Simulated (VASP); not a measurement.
# TaAs (P-6m2) in VASP: relaxation of cell and atoms with PBE

Aim: the relaxation of cell and atoms of TaAs with PBE.

Everything below comes from runs of VASP 6.6.1. Logs are shortened: lines on timing, memory, paths and dates and some standing lists are left out, and cuts for length are marked.

**1. The cell of the first run**

Symmetry: P-6m2, No. 187, hexagonal system. The conventional cell has a = 3.421 Å, b = 3.421 Å, c = 3.474 Å, α = 90.00°, β = 90.00°, γ = 120.00°. Within 3.5 Å of Ta (site symmetry -6m2) lie 6 As at 2.63 Å and 8 Ta at 3.42 to 3.47 Å. Within 3.5 Å of As (site symmetry -6m2) lie 6 Ta at 2.63 Å and 8 As at 3.42 to 3.47 Å.

**2. Relaxation of cell and atoms, PBE**

INCAR reads:

```
SYSTEM = TaAs
ALGO     = Normal         ! electronic algorithm
EDIFF    = 1E-7           ! SCF threshold, eV
EDIFFG   = -0.01          ! ionic threshold
ENCUT    = 600            ! plane-wave cutoff, eV
GGA      = PE             ! functional
IBRION   = 2              ! ionic algorithm
ISIF     = 3              ! what is computed and relaxed
ISMEAR   = 0              ! smearing method
LASPH    = .True.         ! aspherical terms in the spheres
LCHARG   = .False.        ! write CHGCAR
LREAL    = .False.        ! projectors in reciprocal space
LWAVE    = .False.        ! write WAVECAR
NELM     = 100            ! most SCF steps
NSW      = 100            ! ionic steps
PREC     = Accurate       ! precision mode
SIGMA    = 0.1            ! smearing width, eV
```

KPOINTS reads:

```
k-points
0
Gamma
  18 18 16
  0 0 0
```

POSCAR reads:

```
TaAs
1.0
    3.4211788896      0.0000000000      0.0000000000
   -1.7105894448      2.9628278293      0.0000000000
    0.0000000000      0.0000000000      3.4738355623
Ta As
1 1
Direct
    0.3333333333      0.6666666667      0.5000000000
    0.0000000000      0.0000000000      0.0000000000
```

Potentials or basis: VASP PAW PBE potentials, release 64 (Ta_pv, As).

Launch:

```sh
> cat potpaw_PBE.64/Ta_pv/POTCAR potpaw_PBE.64/As/POTCAR > POTCAR
> mpirun -np 1 vasp_std > vasp.out
```

OUTCAR:

```text
SYSTEM = TaAs
   EDIFF = 1E-7
   EDIFFG = -0.01
   ENCUT = 600
   GGA = PE
   IBRION = 2
   ISIF = 3
   ISMEAR = 0
   LASPH = .True.
   LREAL = .False.
   NELM = 100
   NSW = 100
   PREC = Accurate

 ion  position               nearest neighbor table
   1  0.333  0.667  0.500-   2 2.63   2 2.63   2 2.63   2 2.63   2 2.63   2 2.63
   2  0.000  0.000  0.000-   1 2.63   1 2.63   1 2.63   1 2.63   1 2.63   1 2.63

  LATTYP: Found a hexagonal cell.
 ALAT       =     3.4211788896
 C/A-ratio  =     1.0153913824

  Lattice vectors:

 A1 = (   3.4211788896,   0.0000000000,   0.0000000000)
 A2 = (  -1.7105894448,   2.9628278293,   0.0000000000)
 A3 = (   0.0000000000,   0.0000000000,   3.4738355623)

Analysis of symmetry for initial positions (statically):
=====================================================================
 Subroutine PRICEL returns:
 Original cell was already a primitive cell.

 Routine SETGRP: Setting up the symmetry group for a
 hexagonal supercell.

 Subroutine GETGRP returns: Found 12 space group operations
 (whereof 12 operations were pure point group operations)
 out of a pool of 24 trial point group operations.

The static configuration has the point symmetry D_3h.

Analysis of symmetry for dynamics (positions and initial velocities):
=====================================================================
 Subroutine PRICEL returns:
 Original cell was already a primitive cell.

 Routine SETGRP: Setting up the symmetry group for a
 hexagonal supercell.

 Subroutine GETGRP returns: Found 12 space group operations
 (whereof 12 operations were pure point group operations)
 out of a pool of 24 trial point group operations.

The dynamic configuration has the point symmetry D_3h.

 Subroutine INISYM returns: Found 12 space group operations
 (whereof 12 operations are pure point group operations),
 and found     1 'primitive' translations

----------------------------------------------------------------------------------------

                                     Primitive cell

  volume of cell :      35.2121

  direct lattice vectors                    reciprocal lattice vectors
     3.421178890  0.000000000  0.000000000     0.292296905  0.168757697  0.000000000
    -1.710589445  2.962827829  0.000000000     0.000000000  0.337515393  0.000000000
     0.000000000  0.000000000  3.473835562     0.000000000  0.000000000  0.287866245

  length of vectors
     3.421178890  3.421178890  3.473835562     0.337515393  0.337515393  0.287866245

[... 96 lines left out ...]
   EFERMI_NEDOS =   21; number of points for ismear=-14 and -15
   IALGO  =     38    algorithm
   IMIX   =      4    mixing-type and parameters
     AMIX     =   0.40;   BMIX     =  1.00
     AMIX_MAG =   1.60;   BMIX_MAG =  1.00
  volume/ion in A,a.u.               =      17.61       118.81
  Fermi-wavevector in a.u.,A,eV,Ry     =   1.258590  2.378391 21.552298  1.584049
  Thomas-Fermi vector in A             =   2.392192
   LORBIT       =      0    0 simple, 1 ext, 2 COOP (PROOUT), +10 PAW based schemes
   GGA     = PE    functional components
   LHFCALC =     F    Hartree Fock is set to
   AEXX    =    0.0000 exact exchange contribution
   IVDW    =     0    specifies the selected vdW correction
   LEPSILON=     F    determine dielectric tensor
   LRPA    =     F    only Hartree local field effects (RPA)
 conjugate gradient relaxation of ions
 non-spin polarized calculation
 Gauss-broadening in eV      SIGMA  =   0.10
  energy-cutoff  :      600.00
  volume of cell :       35.21
 maximum number of plane-waves:      1200
 NGX is ok and might be reduce to    28
   NGX = 13   NGY = 13   NGZ = 13

--------------------------------------- Ionic step        1  -------------------------------------------

 number of electron      15.9999998 magnetization

 Free energy of the ion-electron system (eV)
  ---------------------------------------------------
  ext. energy  EPLUGINS =         0.00000000
  ---------------------------------------------------
  free energy    TOTEN  =       -17.55690374 eV

  energy without entropy =      -17.55552802  energy(sigma->0) =      -17.55621588

------------------------ aborting loop because EDIFF is reached ----------------------------------------

  FORCE on cell =-STRESS in cart. coord.  units (eV):
  Direction    XX          YY          ZZ          XY          YZ          ZX
  --------------------------------------------------------------------------------------
  -------------------------------------------------------------------------------------
  Total        0.0116007      0.0116007      0.2144518      0.0000000      0.0000000     -0.0000000
  in kB        0.5278434      0.5278434      9.7577304      0.0000000      0.0000000     -0.0000000
  external PRESSURE =       3.6044724 kB  Pullay stress =       0.0000000 kB
[... 95 lines left out ...]
--------------------------------------- Ionic step        4  -------------------------------------------

 number of electron      15.9999998 magnetization

 Free energy of the ion-electron system (eV)
  ---------------------------------------------------
  ext. energy  EPLUGINS =         0.00000000
  ---------------------------------------------------
  free energy    TOTEN  =       -17.55731272 eV

  energy without entropy =      -17.55597146  energy(sigma->0) =      -17.55664209

 E-fermi :   6.6489     XC(G=0): -11.8504

 val. band max:        6.6067282405   @ k =   0.2778   0.2222   0.0000
 cond. band min:       6.6636189254   @ k =   0.0556   0.0556   0.4375
 fundamental gap:      0.0568906849
 Fermi energy:         6.6489441000

 k-point     1 :       0.0000    0.0000    0.0000
  band No.  band energies     occupation
      1     -28.1450      2.00000
      2     -27.9820      2.00000
      3     -27.9820      2.00000
      4      -7.0389      2.00000
      5       3.8045      2.00000
      6       4.6072      2.00000
      7       4.6072      2.00000
      8       5.8147      2.00000
      9       8.4187      0.00000
     10       8.4187      0.00000
     11      10.8169      0.00000
     12      11.3274      0.00000
[... 331 lines left out ...]
 k-point    24 :       0.3889    0.1111    0.0000
  band No.  band energies     occupation
      1     -28.1923      2.00000
      2     -28.1108      2.00000
      3     -28.0503      2.00000
      4      -4.6326      2.00000
      5       0.2383      2.00000
      6       3.6677      2.00000
      7       3.8718      2.00000
      8       6.2065      2.00000
      9       7.4388      0.00000
     10       9.0662      0.00000
     11      10.0237      0.00000
     12      12.3365      0.00000

 [... further k-points ...]
[... 5 lines left out ...]
  --------------------------------------------------------------------------------------
  -------------------------------------------------------------------------------------
  Total       -0.0018925     -0.0018925      0.0036803      0.0000000     -0.0000000     -0.0000000
  in kB       -0.0860273     -0.0860273      0.1672981      0.0000000     -0.0000000     -0.0000000
  external PRESSURE =      -0.0015855 kB  Pullay stress =       0.0000000 kB
[... 17 lines left out ...]
  FREE ENERGIE OF THE ION-ELECTRON SYSTEM (eV)
  ---------------------------------------------------
  free  energy   TOTEN  =       -17.5573127156 eV

  energy  without entropy=      -17.5559714648  energy(sigma->0) =      -17.55664209

 reached required accuracy - stopping structural energy minimisation
```

OSZICAR:

```text
N       E                     dE             d eps       ncg     rms          rms(c)
DAV:   1     0.890857912279E+02    0.89086E+02   -0.96667E+03  7992   0.144E+03
DAV:   2    -0.153179389974E+02   -0.10440E+03   -0.99660E+02  9068   0.311E+02
DAV:   3    -0.184524465692E+02   -0.31345E+01   -0.30410E+01 10268   0.450E+01
[... 32 lines left out ...]
DAV:   2    -0.175574657768E+02    0.51246E-03   -0.76391E-04  8908   0.283E-01    0.675E-02
DAV:   3    -0.175573120186E+02    0.15376E-03   -0.35757E-04  9340   0.161E-01    0.233E-02
DAV:   4    -0.175573120554E+02   -0.36791E-07   -0.17473E-05  9124   0.328E-02    0.132E-02
DAV:   5    -0.175573127607E+02   -0.70524E-06   -0.21210E-06  9496   0.147E-02    0.440E-03
DAV:   6    -0.175573127156E+02    0.45015E-07   -0.88996E-07  8968   0.949E-03
   4 F= -.17557313E+02 E0= -.17556642E+02  d E =-.138955E-03
```

CONTCAR:

```text
TaAs
   1.00000000000000
     3.4160997246763132   -0.0000000000000000   -0.0000000000000000
    -1.7080498623381566    2.9584291434460082    0.0000000000000000
     0.0000000000000000   -0.0000000000000000    3.4875203154061989
  Ta              As
     1     1
Direct
     0.3333333332999970    0.6666666667000030    0.5000000000000000
     1.0000000000000000    0.0000000000000000    0.0000000000000000

  0.00000000E+00  0.00000000E+00  0.00000000E+00
  0.00000000E+00  0.00000000E+00  0.00000000E+00
```

Run time: 5.7 min. Hardware: 1 thread of Intel Xeon Platinum 8259CL at 2.50GHz (Skylake/Cascade Lake), shared host; peak memory 0.34 GiB.

What came out:

```
Free energy                           : -17.5573 eV
Relaxed volume                        : 17.62 Å³/atom
Relaxed cell                          : a = 3.416 Å, b = 3.416 Å, c = 3.488 Å, α = 90.00°, β = 90.00°, γ = 120.00°
Space group after relaxing (to 0.1 Å) : P-6m2 (No. 187)
Energy gained by relaxing             : 0.2 meV/atom
Ionic steps                           : 4
Pressure after relaxing               : 0.0 GPa
Band gap on the k mesh                : zero (bands 8 and 9 overlap by 0.53 eV)
```

The path:
```tsv
step	energy change (eV)	largest force (eV/Å)	pressure (GPa)	volume (Å³)
1	0.0000	0.0000	0.36	35.21
2	0.0000	0.0000	-0.81	35.41
3	-0.0003	0.0000	-0.22	35.31
4	-0.0004	0.0000	0.00	35.25
```

Final structure:
```cif
data_structure
_symmetry_space_group_name_H-M 'P 1'
_symmetry_Int_Tables_number 1
_cell_length_a 3.4161
_cell_length_b 3.4161
_cell_length_c 3.4875
_cell_angle_alpha 90.000
_cell_angle_beta 90.000
_cell_angle_gamma 120.000
_cell_volume 35.25
loop_
_atom_site_label
_atom_site_type_symbol
_atom_site_fract_x
_atom_site_fract_y
_atom_site_fract_z
_atom_site_occupancy
Ta1 Ta 0.33333 0.66667 0.50000 1
As1 As 0.00000 0.00000 0.00000 1
```

Caveat: spin-orbit coupling is left out, which moves the levels of the heavy elements.
